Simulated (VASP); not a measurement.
# SiNi (NiAs type) (P6_3/mmc) in VASP: notebook

SiNi (NiAs type) is run at these levels: PBE; tasks: single point.

Everything below comes from runs of VASP 6.6.1. Logs are shortened: lines on timing, memory, paths and dates and some standing lists are left out, and cuts for length are marked.

## Step 1: The cell of the first run

Symmetry: P6_3/mmc, No. 194, hexagonal system. Conventional cell: a = 3.511 Å, b = 3.511 Å, c = 4.823 Å, α = 90.00°, β = 90.00°, γ = 120.00°. Ni (site symmetry -3m) has 6 Si at 2.36 Å and 2 Ni at 2.41 Å within 3.1 Å. Si (site symmetry -6m2) has 6 Ni at 2.36 Å and 6 Si at 3.15 Å within 3.2 Å.

## Step 2: Single point, PBE

Contents of POSCAR:

```
SiNi
1.0
    3.5105800464      0.0000000000      0.0000000000
   -1.7552900232      3.0402515022      0.0000000000
    0.0000000000      0.0000000000      4.8231365934
Ni Si
2 2
Direct
    0.0000000000      0.0000000000      0.0000000000
    0.0000000000      0.0000000000      0.5000000000
    0.3333333333      0.6666666667      0.2500000000
    0.6666666667      0.3333333333      0.7500000000
```

Contents of INCAR.step1:

```
ALGO     = Normal         # electronic algorithm
EDIFF    = 1E-6           # SCF threshold, eV
ENCUT    = 520            # plane-wave cutoff, eV
GGA      = PE             # functional
ISIF     = 2              # what is computed and relaxed
ISMEAR   = -1             # smearing method
LASPH    = True           # aspherical terms in the spheres
LCHARG   = True           # write CHGCAR
LMAXMIX  = 4              # l up to which the mixer works
LREAL    = False          # projectors in reciprocal space
LWAVE    = False          # write WAVECAR
NBANDS   = 22             # bands
NELM     = 80             # most SCF steps
PREC     = Accurate       # precision mode
SIGMA    = 0.1            # smearing width, eV
```

Contents of KPOINTS.step1:

```
k-points
0
Gamma
  11 11 6
```

Contents of INCAR.step2:

```
ALGO     = Normal         # electronic algorithm
EDIFF    = 1E-6           # SCF threshold, eV
ENCUT    = 520            # plane-wave cutoff, eV
GGA      = PE             # functional
ICHARG   = 11             # starting density
ISIF     = 2              # what is computed and relaxed
ISMEAR   = -5             # smearing method
LASPH    = True           # aspherical terms in the spheres
LCHARG   = False          # write CHGCAR
LMAXMIX  = 4              # l up to which the mixer works
LORBIT   = 10             # projections on sites
LREAL    = False          # projectors in reciprocal space
LWAVE    = False          # write WAVECAR
NBANDS   = 22             # bands
NEDOS    = 1001           # points of the DOS
NELM     = 80             # most SCF steps
PREC     = Accurate       # precision mode
SIGMA    = 0.1            # smearing width, eV
```

Contents of KPOINTS.step2:

```
k-points
0
Gamma
  17 17 9
```

Potentials or basis: VASP PAW PBE potentials, release 64 (Ni, Si).

On the command line:

```bash
> cat potpaw_PBE.64/Ni/POTCAR potpaw_PBE.64/Si/POTCAR > POTCAR
> cp INCAR.step1 INCAR
> cp KPOINTS.step1 KPOINTS
> mpirun -np 1 vasp_std > vasp.out
> cp INCAR.step2 INCAR
> cp KPOINTS.step2 KPOINTS
> mpirun -np 1 vasp_std > vasp.out
```

OUTCAR:

```text
EDIFF = 1E-6
   ENCUT = 520
   GGA = PE
   ICHARG = 11
   ISIF = 2
   ISMEAR = -5
   LASPH = True
   LORBIT = 10
   LREAL = False
   NELM = 80
   PREC = Accurate

 ion  position               nearest neighbor table
   1  0.000  0.000  0.000-   3 2.36   4 2.36   3 2.36   4 2.36   4 2.36   3 2.36   2 2.41   2 2.41

   2  0.000  0.000  0.500-   3 2.36   4 2.36   3 2.36   4 2.36   4 2.36   3 2.36   1 2.41   1 2.41

   3  0.333  0.667  0.250-   1 2.36   2 2.36   1 2.36   2 2.36   1 2.36   2 2.36
   4  0.667  0.333  0.750-   1 2.36   2 2.36   1 2.36   2 2.36   1 2.36   2 2.36

  LATTYP: Found a hexagonal cell.
 ALAT       =     3.5105800464
 C/A-ratio  =     1.3738859475

  Lattice vectors:

 A1 = (   3.5105800464,   0.0000000000,   0.0000000000)
 A2 = (  -1.7552900232,   3.0402515022,   0.0000000000)
 A3 = (   0.0000000000,   0.0000000000,   4.8231365934)

Analysis of symmetry for initial positions (statically):
=====================================================================
 Subroutine PRICEL returns:
 Original cell was already a primitive cell.

 Routine SETGRP: Setting up the symmetry group for a
 hexagonal supercell.

 Subroutine GETGRP returns: Found 24 space group operations
 (whereof 12 operations were pure point group operations)
 out of a pool of 24 trial point group operations.

The static configuration has the point symmetry D_3d.
 The point group associated with its full space group is D_6h.

Analysis of symmetry for dynamics (positions and initial velocities):
=====================================================================
 Subroutine PRICEL returns:
 Original cell was already a primitive cell.

 Routine SETGRP: Setting up the symmetry group for a
 hexagonal supercell.

 Subroutine GETGRP returns: Found 24 space group operations
 (whereof 12 operations were pure point group operations)
 out of a pool of 24 trial point group operations.

The dynamic configuration has the point symmetry D_3d.
 The point group associated with its full space group is D_6h.

 Subroutine INISYM returns: Found 24 space group operations
 (whereof 12 operations are pure point group operations),
 and found     1 'primitive' translations

----------------------------------------------------------------------------------------

                                     Primitive cell

  volume of cell :      51.4776

  direct lattice vectors                    reciprocal lattice vectors
     3.510580046  0.000000000  0.000000000     0.284853211  0.164460078  0.000000000
    -1.755290023  3.040251502  0.000000000     0.000000000  0.328920157  0.000000000
     0.000000000  0.000000000  4.823136593     0.000000000  0.000000000  0.207333958

  length of vectors
     3.510580046  3.510580046  4.823136593     0.328920157  0.328920157  0.207333958

  position of ions in fractional coordinates (direct lattice)
     0.000000000  0.000000000  0.000000000
     0.000000000  0.000000000  0.500000000
     0.333333333  0.666666667  0.250000000
     0.666666667  0.333333333  0.750000000

  ion indices of the primitive-cell ions
   primitive index   ion index
                 1           1
                 2           2
                 3           3
                 4           4

----------------------------------------------------------------------------------------

 KPOINTS: k-points

Automatic generation of k-mesh.
 Grid dimensions read from file:
 generate k-points for:   17   17    9

 Generating k-lattice:

  Cartesian coordinates                     Fractional coordinates (reciprocal lattice)
     0.016756071  0.009674122  0.000000000     0.058823529 -0.000000000  0.000000000
     0.000000000  0.019348245  0.000000000     0.000000000  0.058823529  0.000000000
     0.000000000  0.000000000  0.023037106     0.000000000  0.000000000  0.111111111

  Length of vectors
     0.019348245  0.019348245  0.023037106

  Shift w.r.t. Gamma in fractional coordinates (k-lattice)
     0.000000000  0.000000000  0.000000000

 TETIRR: Found   2533 inequivalent tetrahedra from    15606

 Subroutine IBZKPT returns following result:
 ===========================================

 Found    165 irreducible k-points:

 Following reciprocal coordinates:
            Coordinates               Weight
  0.000000  0.000000  0.000000      1.000000
  0.058824 -0.000000  0.000000      6.000000
  0.117647  0.000000  0.000000      6.000000
  0.176471 -0.000000  0.000000      6.000000
  0.235294  0.000000  0.000000      6.000000
  0.294118 -0.000000  0.000000      6.000000
[... 16 lines left out ...]
  0.411765  0.117647  0.000000     12.000000
  0.176471  0.176471  0.000000      6.000000
 [... further k-points ...]
   k-points           NKPTS =    165   k-points in BZ     NKDIM =    165   number of bands    NBANDS=     22
   number of dos      NEDOS =   1001   number of ions     NIONS =      4
   total plane-waves  NPLWV =  28224
   dimension x,y,z NGX =    28 NGY =   28 NGZ =   36
   dimension x,y,z NGXF=    56 NGYF=   56 NGZF=   72
   ions per type =               2   2
   NGX,Y,Z   is equivalent  to a cutoff of  13.26, 13.26, 12.41 a.u.
   NGXF,Y,Z  is equivalent  to a cutoff of  26.52, 26.52, 24.82 a.u.
 SYSTEM =  unknown system
   PREC   = accura    normal or accurate (medium, high low for compatibility)
   ISTART =      0    job   : 0-new  1-cont  2-samecut
   ICHARG =     11    charge: 1-file 2-atom 10-const
   ISPIN  =      1    spin polarized calculation?
   LNONCOLLINEAR =      F non collinear calculations
   LSORBIT =      F    spin-orbit coupling
   LASPH  =      T    aspherical Exc in radial PAW
   ENCUT  =  520.0 eV  38.22 Ry    6.18 a.u.   6.53  6.53  8.97*2*pi/ulx,y,z
   NELM   =     80;   NELMIN=  2; NELMDL=  0     # of ELM steps
   EDIFF  = 0.1E-05   stopping-criterion for ELM
   LREAL  =      F    real-space projection
   EDIFFG = 0.1E-04   stopping-criterion for IOM
   NSW    =      0    number of steps for IOM
   IBRION =     -1    ionic relax: 0-MD 1-quasi-New 2-CG
   NFREE  =      0    steps in history (QN), initial steepest desc. (CG)
   ISIF   =      2    stress and relaxation
   ISYM   =      2    0-nonsym 1-usesym 2-fastsym
   POTIM  = 0.5000    time-step for ionic-motion
   TEBEG  =    0.0;   TEEND  =   0.0 temperature during run
   PSTRESS=    0.0 pullay stress
   NELECT =      28.0000    total number of electrons
   NUPDOWN=      -1.0000    fix difference up-down
   EMIN   =  10.00;   EMAX   =-10.00  energy-range for DOS
   EFERMI =   0.00;   METHOD = LEGACY
   ISMEAR =    -5;   SIGMA  =   0.10  broadening in eV -4-tet -1-fermi 0-gaus
   EFERMI_NEDOS =   21; number of points for ismear=-14 and -15
   IALGO  =     38    algorithm
   IMIX   =      4    mixing-type and parameters
     AMIX     =   0.40;   BMIX     =  1.00
     AMIX_MAG =   1.60;   BMIX_MAG =  1.00
  volume/ion in A,a.u.               =      12.87        86.85
  Fermi-wavevector in a.u.,A,eV,Ry     =   1.336354  2.525343 24.297856  1.785842
  Thomas-Fermi vector in A             =   2.464987
   LORBIT       =     10    0 simple, 1 ext, 2 COOP (PROOUT), +10 PAW based schemes
   GGA     = PE    functional components
   LHFCALC =     F    Hartree Fock is set to
   AEXX    =    0.0000 exact exchange contribution
   IVDW    =     0    specifies the selected vdW correction
   LEPSILON=     F    determine dielectric tensor
   LRPA    =     F    only Hartree local field effects (RPA)
 non-spin polarized calculation
 Fermi weights with tetrahedron method with Bloechl corrections
  energy-cutoff  :      520.00
  volume of cell :       51.48
 maximum number of plane-waves:      1416
 NGX is ok and might be reduce to    28

 number of electron      28.0000006 magnetization

 Free energy of the ion-electron system (eV)
  ---------------------------------------------------
  ext. energy  EPLUGINS =         0.00000000
  ---------------------------------------------------
  free energy    TOTEN  =       -23.40864854 eV

  energy without entropy =      -23.40864854  energy(sigma->0) =      -23.40864854

 E-fermi :   9.3081     XC(G=0): -11.8711

 val. band max:        9.3326525222   @ k =   0.2353   0.0588   0.4444
 cond. band min:       9.2535923061   @ k =   0.3529   0.2941   0.2222
 fundamental gap:     -0.0790602161
 Fermi energy:         9.3081176790

 k-point     1 :       0.0000    0.0000    0.0000
  band No.  band energies     occupation
      1      -2.8019      2.00000
      2       2.7233      2.00000
      3       3.2912      2.00000
      4       5.2832      2.00000
      5       5.2832      2.00000
      6       5.5508      2.00000
[... 14 lines left out ...]
     21      17.1840      0.00000
     22      18.9211      0.00000

 k-point     2 :       0.0588   -0.0000    0.0000
  band No.  band energies     occupation
      1      -2.7471      2.00000
      2       2.7208      2.00000
      3       3.3455      2.00000
      4       5.2923      2.00000
      5       5.3017      2.00000
      6       5.5450      2.00000
[... 14 lines left out ...]
     21      17.2811      0.00000
     22      19.1932      0.00000

 k-point     3 :       0.1176    0.0000    0.0000
  band No.  band energies     occupation
      1      -2.5832      2.00000
      2       2.7109      2.00000
      3       3.5071      2.00000
      4       5.3162      2.00000
      5       5.3431      2.00000
      6       5.5248      2.00000
[... 14 lines left out ...]
     21      17.5904      0.00000
     22      18.4018      0.00000
[... 476 lines left out ...]
 k-point    23 :       0.4118    0.1176    0.0000
  band No.  band energies     occupation
      1       0.5555      2.00000
      2       1.2861      2.00000
      3       3.6537      2.00000
      4       5.1738      2.00000
      5       5.2512      2.00000
      6       5.7324      2.00000
[... 14 lines left out ...]
     21      18.1108      0.00000
     22      19.3662      0.00000

 k-point    24 :       0.1765    0.1765    0.0000
  band No.  band energies     occupation
      1      -1.3587      2.00000
      2       2.5302      2.00000
      3       4.6704      2.00000
      4       5.0547      2.00000
      5       5.0589      2.00000
      6       5.2746      2.00000
[... 14 lines left out ...]
     21      16.7215      0.00000
     22      19.1585      0.00000

 [... further k-points ...]

------------------------ aborting loop because EDIFF is reached ----------------------------------------

  FORCE on cell =-STRESS in cart. coord.  units (eV):
  Direction    XX          YY          ZZ          XY          YZ          ZX
  --------------------------------------------------------------------------------------
  -------------------------------------------------------------------------------------
  Total       -0.2004291     -0.2004291     -0.2095085      0.0000000     -0.0000000      0.0000000
  in kB       -6.2381145     -6.2381145     -6.5207001      0.0000000     -0.0000000      0.0000000
  external PRESSURE =      -6.3323097 kB  Pullay stress =       0.0000000 kB

 VOLUME and BASIS-vectors are now :
 -----------------------------------------------------------------------------
  energy-cutoff  :      520.00
  volume of cell :       51.48
      direct lattice vectors                 reciprocal lattice vectors
     3.510580046  0.000000000  0.000000000     0.284853211  0.164460078  0.000000000
    -1.755290023  3.040251502  0.000000000     0.000000000  0.328920157  0.000000000
     0.000000000  0.000000000  4.823136593     0.000000000  0.000000000  0.207333958

 POSITION                                       TOTAL-FORCE (eV/Angst)
 -----------------------------------------------------------------------------------
      0.00000      0.00000      0.00000         0.000000      0.000000      0.000000
      0.00000      0.00000      2.41157        -0.000000      0.000000      0.000000
     -0.00000      2.02683      1.20578        -0.000000     -0.000000     -0.000000
      1.75529      1.01342      3.61735         0.000000      0.000000     -0.000000
 -----------------------------------------------------------------------------------
    total drift:                               -0.000000      0.000000      0.000000

  FREE ENERGIE OF THE ION-ELECTRON SYSTEM (eV)
  ---------------------------------------------------
  free  energy   TOTEN  =       -23.4086485437 eV

  energy  without entropy=      -23.4086485437  energy(sigma->0) =      -23.40864854

 total charge

# of ion       s       p       d       tot
------------------------------------------
    1        0.539   0.635   8.431   9.605
    2        0.539   0.635   8.431   9.605
    3        0.771   0.817   0.000   1.588
    4        0.771   0.817   0.000   1.588
--------------------------------------------------
tot          2.620   2.904  16.863  22.387
```

Run time: 68 s. Hardware: 1 thread of Intel Xeon 6975P-C (Granite Rapids), shared host; peak memory 0.28 GiB.

Results:

```
Valence electrons inside the program's atomic spheres : Ni 9.61; Si 1.59
```

Caveat: tetrahedron occupations give inexact forces and stress in metals. Spin polarisation is off, so any magnetic state and its effect on volume and gap are missing.

## Step 3: Single point, PBE (7.08 Å³/atom)

This run uses another cell than the first one, of 7.08 Å³/atom.

Contents of POSCAR:

```
SiNi
1.0
    2.2181833842      0.0000000000      0.0000000000
   -1.1090916922      1.9210031610      0.0000000000
    0.0000000000      0.0000000000      6.6443899929
Ni Si
2 2
Direct
    0.0000000000      0.0000000000      0.0000000000
    0.0000000000      0.0000000000      0.5000000000
    0.3333333333      0.6666666667      0.2500000000
    0.6666666667      0.3333333333      0.7500000000
```

Contents of INCAR.step1:

```
SYSTEM = SiNi
PREC = Accurate
ENCUT = 520
EDIFF = 1E-6
ISMEAR = -1
SIGMA = 0.1
LREAL = .FALSE.
LASPH = .TRUE.
NELM = 120
ALGO = Normal
ISIF = 2
LWAVE = .FALSE.
LCHARG = .TRUE.
LMAXMIX = 4
GGA = PE
NBANDS = 22
GGA_COMPAT = .FALSE.
NEDOS = 2001
LORBIT = 11
```

Contents of KPOINTS.step1:

```
regular mesh
0
G
  11 11 6
  0 0 0
```

Contents of INCAR.step2:

```
SYSTEM = SiNi
PREC = Accurate
ENCUT = 520
EDIFF = 1E-6
ISMEAR = -5
SIGMA = 0.1
LREAL = .FALSE.
LASPH = .TRUE.
NELM = 120
ALGO = Normal
ISIF = 2
LWAVE = .FALSE.
LCHARG = .FALSE.
LMAXMIX = 4
GGA = PE
LORBIT = 11
NEDOS = 2001
ICHARG = 11
GGA_COMPAT = .FALSE.
```

Contents of KPOINTS.step2:

```
regular mesh
0
G
  17 17 9
  0 0 0
```

Potentials or basis: VASP PAW PBE potentials, release 64 (Ni, Si).

On the command line:

```bash
> cat potpaw_PBE.64/Ni/POTCAR potpaw_PBE.64/Si/POTCAR > POTCAR
> cp INCAR.step1 INCAR
> cp KPOINTS.step1 KPOINTS
> mpirun -np 1 vasp_std > vasp.out
> cp INCAR.step2 INCAR
> cp KPOINTS.step2 KPOINTS
> mpirun -np 1 vasp_std > vasp.out
```

It took 1.9 min on 1 thread of Intel Xeon 8259CL, shared host; peak memory 0.2 GiB.

The run converged. Its results:

* Valence electrons inside the program's atomic spheres: Ni 10.95; Si 2.08

Levels at points of the mesh, in eV from the Fermi level:
| k point | band 11 | band 12 | band 13 | band 14 | band 15 | band 16 | band 17 | band 18 |
| --- | --- | --- | --- | --- | --- | --- | --- | --- |
| (0.00, 0.00, 0.00) | -3.67 | -3.67 | -3.50 | -3.50 | 1.38 | 7.36 | 13.78 | 14.54 |

Caveat: tetrahedron occupations give inexact forces and stress in metals. Spin polarisation is off, so any magnetic state and its effect on volume and gap are missing.

## Step 4: Single point, PBE (7.08 Å³/atom)

This run uses another cell than the first one, of 7.08 Å³/atom.

POSCAR is that of step 3.

Contents of INCAR.step1:

```
PREC = Accurate
ENCUT = 520
EDIFF = 1E-6
ISMEAR = -1
SIGMA = 0.1
LREAL = False
LASPH = True
NELM = 120
ALGO = Normal
ISIF = 2
LWAVE = False
LCHARG = True
LMAXMIX = 4
GGA = PE
NBANDS = 22
GGA_COMPAT = False
NEDOS = 2001
LORBIT = 11
```

Contents of KPOINTS.step1:

```
Automatic mesh
0
Gamma
  11 11 6
```

Contents of INCAR.step2:

```
PREC = Accurate
ENCUT = 520
EDIFF = 1E-6
ISMEAR = -5
SIGMA = 0.1
LREAL = False
LASPH = True
NELM = 120
ALGO = Normal
ISIF = 2
LWAVE = False
LCHARG = False
LMAXMIX = 4
GGA = PE
LORBIT = 10
NBANDS = 22
NEDOS = 2001
ICHARG = 11
GGA_COMPAT = False
```

Contents of KPOINTS.step2:

```
Automatic mesh
0
Gamma
  17 17 9
```

On the command line:

```bash
> cat potpaw_PBE.64/Ni/POTCAR potpaw_PBE.64/Si/POTCAR > POTCAR
> cp INCAR.step1 INCAR
> cp KPOINTS.step1 KPOINTS
> mpirun -np 1 vasp_std > vasp.out
> cp INCAR.step2 INCAR
> cp KPOINTS.step2 KPOINTS
> mpirun -np 1 vasp_std > vasp.out
```

Run time: 1.8 min. Hardware: 1 thread of Intel Xeon 8259CL, shared host; peak memory 0.2 GiB.

Results (log left out):

```
Valence electrons inside the program's atomic spheres : Ni 10.95; Si 2.08
```

Levels at points of the mesh, in eV from the Fermi level:
| k point | band 12 | band 13 | band 14 | band 15 | band 16 | band 17 |
| --- | --- | --- | --- | --- | --- | --- |
| (0.00, 0.00, 0.00) | -3.67 | -3.50 | -3.50 | 1.38 | 7.36 | 13.78 |

Caveat: tetrahedron occupations give inexact forces and stress in metals. Spin polarisation is off, so any magnetic state and its effect on volume and gap are missing.
